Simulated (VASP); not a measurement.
Set up this calculation in VASP 6.6.1, as the native input.

- Task: single point
- Functional: PBE
- Potentials or basis: VASP PAW PBE potentials, release 64 (Ti_sv, Nb_sv, Ge_d)
- Cutoff: 520 eV
- k mesh: 6 × 6 × 6
- Occupations: gaussian, width 0.1 eV
- Spin: no spin polarisation
- Dipole correction: no
- Further INCAR settings: ALGO = Normal; EDIFF = 1e-06; NBANDS = 40

The structure of Ti2Nb2Ge lies in POSCAR:

```
Ti2Nb2Ge
1.0
   -1.9426446429      1.9426446429      5.0970379245
    1.9426446429     -1.9426446429      5.0970379245
    1.9426446429      1.9426446429     -5.0970379245
Ti Nb Ge
2 2 1
Direct
    0.2500000000      0.7500000000      0.5000000000
    0.7500000000      0.2500000000      0.5000000000
    0.6260000000      0.6260000000      0.0000000000
    0.3740000000      0.3740000000      0.0000000000
    0.0000000000      0.0000000000      0.0000000000
```

The input as run:

INCAR

```
PREC = Accurate
ENCUT = 520
EDIFF = 1E-6
ISMEAR = 0
SIGMA = 0.1
LREAL = F
LASPH = T
NELM = 80
ALGO = Normal
ISIF = 2
LWAVE = F
LCHARG = F
GGA = PE
NBANDS = 40
```

KPOINTS

```
Automatic mesh
0
Gamma
  6 6 6
```

Potentials or basis: VASP PAW PBE potentials, release 64 (Ti_sv, Nb_sv, Ge_d).

Command:

```bash
$ cat potpaw_PBE.64/Ti_sv/POTCAR potpaw_PBE.64/Nb_sv/POTCAR potpaw_PBE.64/Ge_d/POTCAR > POTCAR
$ mpirun -np 1 vasp_std > vasp.out
```

It gave:

The pressure is 32.3 GPa, the largest force is 5.022 eV/Å and the band gap on the k mesh is zero (bands 32 and 33 overlap by 0.49 eV).

Caveat: the cell stands under pressure; forces of over 1 eV/Å act on the atoms, so gaps and moduli don't describe the material at rest.

It took 4.4 min on 1 thread of Intel(R) Xeon(R) Platinum 8488C (Sapphire Rapids) (shared host), peak memory 0.35 GiB.
